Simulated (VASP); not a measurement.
# Al12O in VASP: a series of runs

Al12O is run at these levels: PBE; tasks: single point.

Program: VASP 6.6.1. These are calculated values, not measurements. Logs are shortened: lines on timing, memory, paths and dates and some standing lists are left out, and cuts for length are marked.

## Step 1: The cell of the first run

The cell holds a slab with vacuum, 13 atoms: a = 5.714 Å, b = 5.714 Å, c = 21.175 Å, α = 90.00°, β = 90.00°, γ = 90.00°.

## Step 2: Single point, PBE, collinear spin, ferromagnetic start

File INCAR:

```
SYSTEM = Al12O
ALGO = Normal ; DIPOL = 0.5 0.5 0.308
EDIFF = 1E-6 ; ENCUT = 520
GGA = PE ; IDIPOL = 3
ISIF = 2 ; ISMEAR = 0
ISPIN = 2 ; LASPH = .True.
LCHARG = .True. ; LDIPOL = .True.
LELF = .True. ; LORBIT = 11
LREAL = .False. ; LVACPOTAV = .True.
LVHAR = .True. ; LWAVE = .False.
MAGMOM = 0 0 0 0 0 0 0 0 0 0 0 0 2 ; NBANDS = 37
NELM = 150 ; PREC = Accurate
SIGMA = 0.1
```

File KPOINTS:

```
k-points
0
Gamma
  5 5 1
  0 0 0
```

File POSCAR:

```
Al12O
1.0
    5.7143028096      0.0000000000      0.0000000000
    0.0000000000      5.7143028096      0.0000000000
    0.0000000000      0.0000000000     21.1750228481
Al O
12 1
Direct
    0.2500000000      0.2500000000      0.1889018033
    0.2500000000      0.7500000000      0.1889018033
    0.7500000000      0.2500000000      0.1889018033
    0.7500000000      0.7500000000      0.1889018033
    0.0000000000      0.0000000000      0.2873686073
    0.0000000000      0.5000000000      0.2873686073
    0.5000000000      0.0000000000      0.2873686073
    0.5000000000      0.5000000000      0.2873686073
    0.2500000000      0.2500000000      0.3860691394
    0.2500000000      0.7500000000      0.3860691394
    0.7500000000      0.2500000000      0.3860691394
    0.7500000000      0.7500000000      0.3860691394
    0.2500000000      0.2500000000      0.5574975259
```

Potentials or basis: VASP PAW PBE potentials, release 64 (Al, O).

On the command line:

```sh
cat potpaw_PBE.64/Al/POTCAR potpaw_PBE.64/O/POTCAR > POTCAR
mpirun -np 1 vasp_std > vasp.out
```

OUTCAR:

```text
SYSTEM = Al12O
   EDIFF = 1E-6
   ENCUT = 520
   GGA = PE
   ISIF = 2
   ISMEAR = 0
   ISPIN = 2
   LASPH = .True.
   LORBIT = 11
   LREAL = .False.
   NELM = 150
   PREC = Accurate

 ion  position               nearest neighbor table
   1  0.250  0.250  0.189-   2 2.86   3 2.86   2 2.86   3 2.86   7 2.90   8 2.90   5 2.90   6 2.90

   2  0.250  0.750  0.189-   1 2.86   4 2.86   1 2.86   4 2.86   7 2.90   8 2.90   5 2.90   6 2.90

   3  0.750  0.250  0.189-   1 2.86   4 2.86   4 2.86   1 2.86   7 2.90   8 2.90   5 2.90   6 2.90
[... 15 lines left out ...]
  11  0.750  0.250  0.386-   9 2.86  12 2.86  12 2.86   9 2.86   5 2.91   6 2.91   7 2.91   8 2.91

  12  0.750  0.750  0.386-  10 2.86  11 2.86  11 2.86  10 2.86   5 2.91   6 2.91   7 2.91   8 2.91

  13  0.250  0.250  0.557-

  LATTYP: Found a simple tetragonal cell.
 ALAT       =     5.7143028096
 C/A-ratio  =     3.7056179124

  Lattice vectors:

 A1 = (   5.7143028096,   0.0000000000,   0.0000000000)
 A2 = (   0.0000000000,   5.7143028096,   0.0000000000)
 A3 = (   0.0000000000,   0.0000000000,  21.1750228481)

Analysis of symmetry for initial positions (statically):
=====================================================================
 Subroutine PRICEL returns:
 Original cell was already a primitive cell.

 Routine SETGRP: Setting up the symmetry group for a
 simple tetragonal supercell.

 Subroutine GETGRP returns: Found  8 space group operations
 (whereof  2 operations were pure point group operations)
 out of a pool of 16 trial point group operations.

The static configuration has the point symmetry C_1h.
 The point group associated with its full space group is C_4v.

Analysis of symmetry for dynamics (positions and initial velocities):
=====================================================================
 Subroutine PRICEL returns:
 Original cell was already a primitive cell.

 Routine SETGRP: Setting up the symmetry group for a
 simple tetragonal supercell.

 Subroutine GETGRP returns: Found  8 space group operations
 (whereof  2 operations were pure point group operations)
 out of a pool of 16 trial point group operations.

The dynamic configuration has the point symmetry C_1h.
 The point group associated with its full space group is C_4v.

Analysis of structural, dynamic, and magnetic symmetry:
=====================================================================
 Subroutine PRICEL returns:
 Original cell was already a primitive cell.

 Routine SETGRP: Setting up the symmetry group for a
 simple tetragonal supercell.

 Subroutine GETGRP returns: Found  8 space group operations
 (whereof  2 operations were pure point group operations)
 out of a pool of 16 trial point group operations.

The overall configuration has the point symmetry C_1h.
 The point group associated with its full space group is C_4v.

 Subroutine INISYM returns: Found  8 space group operations
 (whereof  2 operations are pure point group operations),
 and found     1 'primitive' translations

----------------------------------------------------------------------------------------

                                     Primitive cell

  volume of cell :     691.4335

  direct lattice vectors                    reciprocal lattice vectors
     5.714302810  0.000000000  0.000000000     0.174999476  0.000000000  0.000000000
     0.000000000  5.714302810  0.000000000     0.000000000  0.174999476  0.000000000
     0.000000000  0.000000000 21.175022848     0.000000000  0.000000000  0.047225451

  length of vectors
     5.714302810  5.714302810 21.175022848     0.174999476  0.174999476  0.047225451

  position of ions in fractional coordinates (direct lattice)
     0.250000000  0.250000000  0.188901803
     0.250000000  0.750000000  0.188901803
     0.750000000  0.250000000  0.188901803
     0.750000000  0.750000000  0.188901803
     0.000000000  0.000000000  0.287368607
     0.000000000  0.500000000  0.287368607
     0.500000000  0.000000000  0.287368607
     0.500000000  0.500000000  0.287368607
     0.250000000  0.250000000  0.386069139
     0.250000000  0.750000000  0.386069139
     0.750000000  0.250000000  0.386069139
     0.750000000  0.750000000  0.386069139
     0.250000000  0.250000000  0.557497526

  ion indices of the primitive-cell ions
   primitive index   ion index
                 1           1
                 2           2
                 3           3
                 4           4
                 5           5
                 6           6
                 7           7
                 8           8
                 9           9
                10          10
                11          11
[... 35 lines left out ...]
  0.400000  0.200000  0.000000      8.000000
  0.400000  0.400000  0.000000      4.000000
   k-points           NKPTS =      6   k-points in BZ     NKDIM =      6   number of bands    NBANDS=     37
   number of dos      NEDOS =    301   number of ions     NIONS =     13
   total plane-waves  NPLWV = 282240
   dimension x,y,z NGX =    42 NGY =   42 NGZ =  160
   dimension x,y,z NGXF=    84 NGYF=   84 NGZF=  320
   ions per type =              12   1
   NGX,Y,Z   is equivalent  to a cutoff of  12.22, 12.22, 12.56 a.u.
   NGXF,Y,Z  is equivalent  to a cutoff of  24.44, 24.44, 25.12 a.u.
 SYSTEM =  Al12O
   PREC   = accura    normal or accurate (medium, high low for compatibility)
   ISTART =      0    job   : 0-new  1-cont  2-samecut
   ICHARG =      2    charge: 1-file 2-atom 10-const
   ISPIN  =      2    spin polarized calculation?
   LNONCOLLINEAR =      F non collinear calculations
   LSORBIT =      F    spin-orbit coupling
   LASPH  =      T    aspherical Exc in radial PAW
   ENCUT  =  520.0 eV  38.22 Ry    6.18 a.u.  10.62 10.62 39.37*2*pi/ulx,y,z
   NELM   =    150;   NELMIN=  2; NELMDL= -5     # of ELM steps
   EDIFF  = 0.1E-05   stopping-criterion for ELM
   LREAL  =      F    real-space projection
   EDIFFG = 0.1E-04   stopping-criterion for IOM
   NSW    =      0    number of steps for IOM
   IBRION =     -1    ionic relax: 0-MD 1-quasi-New 2-CG
   NFREE  =      0    steps in history (QN), initial steepest desc. (CG)
   ISIF   =      2    stress and relaxation
   ISYM   =      2    0-nonsym 1-usesym 2-fastsym
   POTIM  = 0.5000    time-step for ionic-motion
   TEBEG  =    0.0;   TEEND  =   0.0 temperature during run
   PSTRESS=    0.0 pullay stress
   NELECT =      42.0000    total number of electrons
   NUPDOWN=      -1.0000    fix difference up-down
   EMIN   =  10.00;   EMAX   =-10.00  energy-range for DOS
   EFERMI =   0.00;   METHOD = LEGACY
   ISMEAR =     0;   SIGMA  =   0.10  broadening in eV -4-tet -1-fermi 0-gaus
   EFERMI_NEDOS =   21; number of points for ismear=-14 and -15
   IALGO  =     38    algorithm
   IMIX   =      4    mixing-type and parameters
     AMIX     =   0.40;   BMIX     =  1.00
     AMIX_MAG =   1.60;   BMIX_MAG =  1.00
  volume/ion in A,a.u.               =      53.19       358.92
  Fermi-wavevector in a.u.,A,eV,Ry     =   0.643538  1.216111  5.634739  0.414142
  Thomas-Fermi vector in A             =   1.710571
   LORBIT       =     11    0 simple, 1 ext, 2 COOP (PROOUT), +10 PAW based schemes
   GGA     = PE    functional components
   LHFCALC =     F    Hartree Fock is set to
   AEXX    =    0.0000 exact exchange contribution
   IVDW    =     0    specifies the selected vdW correction
   LEPSILON=     F    determine dielectric tensor
   LRPA    =     F    only Hartree local field effects (RPA)
 spin polarized calculation
 Gauss-broadening in eV      SIGMA  =   0.10
  energy-cutoff  :      520.00
  volume of cell :      691.43
 maximum number of plane-waves:     18664
   NGX = 21   NGY = 21   NGZ = 79

 dipolmoment           0.000000      0.000000     -0.125467 electrons x Angstroem

 number of electron      41.9999997 magnetization       1.8508453

 dipolmoment           0.000000      0.000000      0.365143 electrons x Angstroem

 Free energy of the ion-electron system (eV)
  ---------------------------------------------------
  ext. energy  EPLUGINS =         0.00000000
  ---------------------------------------------------
  free energy    TOTEN  =       -43.47422378 eV

  energy without entropy =      -43.42506104  energy(sigma->0) =      -43.44964241

 E-fermi :  -1.3473     XC(G=0):  -4.1838

 val. band max:       -1.3552511375   @ k =   0.0000   0.0000   0.0000
 cond. band min:      -1.3095287749   @ k =   0.0000   0.0000   0.0000
 fundamental gap:      0.0457223626
 Fermi energy:        -1.3473237789

 spin component 1

 k-point     1 :       0.0000    0.0000    0.0000
  band No.  band energies     occupation
      1     -19.2565      1.00000
      2     -11.4116      1.00000
      3      -9.3008      1.00000
      4      -7.0195      1.00000
      5      -7.0195      1.00000
      6      -6.9092      1.00000
[... 205 lines left out ...]
     32       1.6914      0.00000
     33       1.7125      0.00000
 Fermi energy:        -1.3473237789

 spin component 2

 k-point     1 :       0.0000    0.0000    0.0000
  band No.  band energies     occupation
      1     -16.1945      1.00000
      2     -11.4076      1.00000
      3      -9.2957      1.00000
      4      -7.0159      1.00000
      5      -7.0156      1.00000
      6      -6.9050      1.00000
[... 205 lines left out ...]
     32       1.6961      0.00000
     33       1.7168      0.00000
 [bands above 33 left out]

------------------------ aborting loop because EDIFF is reached ----------------------------------------

  FORCE on cell =-STRESS in cart. coord.  units (eV):
  Direction    XX          YY          ZZ          XY          YZ          ZX
  --------------------------------------------------------------------------------------
  -------------------------------------------------------------------------------------
  Total       -7.5381843     -7.5381843     -1.3943057      0.0000000      0.0000000      0.0000000
  in kB      -17.4673469    -17.4673469     -3.2308605      0.0000000      0.0000000      0.0000000
  external PRESSURE =     -12.7218515 kB  Pullay stress =       0.0000000 kB

 VOLUME and BASIS-vectors are now :
 -----------------------------------------------------------------------------
  energy-cutoff  :      520.00
  volume of cell :      691.43
      direct lattice vectors                 reciprocal lattice vectors
     5.714302810  0.000000000  0.000000000     0.174999476  0.000000000  0.000000000
     0.000000000  5.714302810  0.000000000     0.000000000  0.174999476  0.000000000
     0.000000000  0.000000000 21.175022848     0.000000000  0.000000000  0.047225451

 POSITION                                       TOTAL-FORCE (eV/Angst)
 -----------------------------------------------------------------------------------
      1.42858      1.42858      4.00000         0.000000      0.000000      0.035060
      1.42858      4.28573      4.00000         0.000000      0.000000      0.022287
      4.28573      1.42858      4.00000         0.000000      0.000000      0.022287
      4.28573      4.28573      4.00000         0.000000      0.000000      0.014627
      0.00000      0.00000      6.08504        -0.005407     -0.005407     -0.001008
      0.00000      2.85715      6.08504        -0.005407      0.005407     -0.001008
      2.85715      0.00000      6.08504         0.005407     -0.005407     -0.001008
      2.85715      2.85715      6.08504         0.005407      0.005407     -0.001008
      1.42858      1.42858      8.17502         0.000000      0.000000      0.190368
      1.42858      4.28573      8.17502         0.000000     -0.000000      0.000679
      4.28573      1.42858      8.17502         0.000000     -0.000000      0.000679
      4.28573      4.28573      8.17502         0.000000      0.000000     -0.010023
      1.42858      1.42858     11.80502         0.000000      0.000000     -0.271934
 -----------------------------------------------------------------------------------
    total drift:                                0.000000      0.000000      0.000120

  FREE ENERGIE OF THE ION-ELECTRON SYSTEM (eV)
  ---------------------------------------------------
  free  energy   TOTEN  =       -43.4742237776 eV

  energy  without entropy=      -43.4250610409  energy(sigma->0) =      -43.44964241

 vacuum level on the upper side and lower side of the slab         5.166         3.142

 total charge

# of ion       s       p       d       tot
------------------------------------------
    1        0.476   0.283   0.000   0.759
    2        0.476   0.283   0.000   0.759
    3        0.476   0.283   0.000   0.759
    4        0.476   0.284   0.000   0.760
    5        0.428   0.333   0.000   0.761
    6        0.428   0.333   0.000   0.761
    7        0.428   0.333   0.000   0.761
    8        0.428   0.333   0.000   0.761
    9        0.477   0.275   0.000   0.751
   10        0.478   0.279   0.000   0.757
   11        0.478   0.279   0.000   0.757
   12        0.478   0.280   0.000   0.758
   13        1.616   2.982   0.000   4.598
--------------------------------------------------
tot          7.142   6.561   0.000  13.703

 magnetization (x)

# of ion       s       p       d       tot
------------------------------------------
    1        0.001   0.001   0.000   0.002
    2        0.001   0.001   0.000   0.002
    3        0.001   0.001   0.000   0.002
    4        0.001   0.001   0.000   0.002
    5       -0.000   0.001   0.000   0.001
    6       -0.000   0.001   0.000   0.001
    7       -0.000   0.001   0.000   0.001
    8       -0.000   0.001   0.000   0.001
    9        0.002   0.001   0.000   0.003
   10        0.001   0.001   0.000   0.002
   11        0.001   0.001   0.000   0.002
   12        0.001   0.001   0.000   0.002
   13        0.015   1.356   0.000   1.371
--------------------------------------------------
tot          0.021   1.368   0.000   1.389
```

Run time: 9.5 min. Hardware: 1 thread of Oxide Virtual Turin-like, shared host; peak memory 0.88 GiB.

Results:

| Quantity | Value |
| --- | --- |
| Free energy | -43.4742 eV |
| Largest force | 0.272 eV/Å |
| Net moment | 1.85 μB per cell |
| Site moments | Al +0.00; O +1.37 μB |
| Valence electrons inside the program's atomic spheres | Al 0.76, 0.75; O 4.60 |

Forces on the atoms (eV/Å):
```
Al   0.000  0.000  0.035
Al   0.000  0.000  0.022
Al   0.000  0.000  0.022
Al   0.000  0.000  0.015
Al  -0.005 -0.005 -0.001
Al  -0.005  0.005 -0.001
Al   0.005 -0.005 -0.001
Al   0.005  0.005 -0.001
Al   0.000  0.000  0.190
Al   0.000  0.000  0.001
Al   0.000  0.000  0.001
Al   0.000  0.000 -0.010
O    0.000  0.000 -0.272
```

## Step 3: Single point, PBE, collinear spin, ferromagnetic start

File INCAR:

```
SYSTEM = Al12O
PREC = Accurate
ENCUT = 520
EDIFF = 1E-6
ISMEAR = 0
SIGMA = 0.1
LREAL = .FALSE.
LASPH = .TRUE.
NELM = 150
ALGO = Normal
ISIF = 2
LWAVE = .FALSE.
LCHARG = .TRUE.
ISPIN = 2
MAGMOM = 0 0 0 0 0 0 0 0 0 0 0 0 2
LORBIT = 11
LDIPOL = .TRUE.
IDIPOL = 3
DIPOL = 0.5 0.5 0.294
GGA = PE
LELF = .TRUE.
LVHAR = .TRUE.
LVACPOTAV = .TRUE.
NBANDS = 37
```

File KPOINTS:

```
Automatic mesh
0
G
  5 5 1
  0 0 0
```

Changes to POSCAR since step 2:

```diff
@@ -20,2 +20,2 @@
     0.7500000000      0.7500000000      0.3860691394
-    0.2500000000      0.2500000000      0.5574975259
+    0.5000000000      0.5000000000      0.3719015042
```

Potentials or basis: VASP PAW PBE potentials, release 64 (Al, O).

On the command line:

```sh
cat potpaw_PBE.64/Al/POTCAR potpaw_PBE.64/O/POTCAR > POTCAR
mpirun -np 1 vasp_std > vasp.out
```

Wall time 12 min (1 thread of Oxide Virtual Turin-like, shared host); peak memory 0.88 GiB.

The run converged. Its results:

```
Free energy                                           : -48.1828 eV
Largest force                                         : 2.382 eV/Å
Band gap on the k mesh                                : zero (filled and empty bands overlap)
Net moment                                            : 0.00 μB per cell
Valence electrons inside the program's atomic spheres : Al 0.76, 0.77, 0.75; O 5.13
```

Forces in eV/Å, atoms in the order of the input:
```
Al   0.006  0.006  0.168
Al   0.006 -0.006  0.168
Al  -0.006  0.006  0.168
Al  -0.006 -0.006  0.168
Al   0.000  0.000 -0.159
Al   0.000  0.000 -0.130
Al   0.000  0.000 -0.130
Al   0.000  0.000 -2.382
Al  -0.847 -0.847  0.048
Al  -0.847  0.847  0.048
Al   0.847 -0.847  0.048
Al   0.847  0.847  0.048
O    0.000  0.000  1.940
```

Levels at points of the mesh, in eV from the Fermi level:
Spin up:
```
           k point  band 18  band 19  band 20  band 21  band 22  band 23  band 24  band 25
(0.00, 0.00, 0.00)    -1.56    -0.95    -0.83    -0.83    -0.19     0.25     0.72     1.17
```
Spin down:
```csv
k point,band 17,band 18,band 19,band 20,band 21,band 22,band 23,band 24,band 25,band 26
"(0.00, 0.00, 0.00)",-1.56,-1.56,-0.95,-0.83,-0.83,-0.19,0.25,0.72,1.17,1.18
```
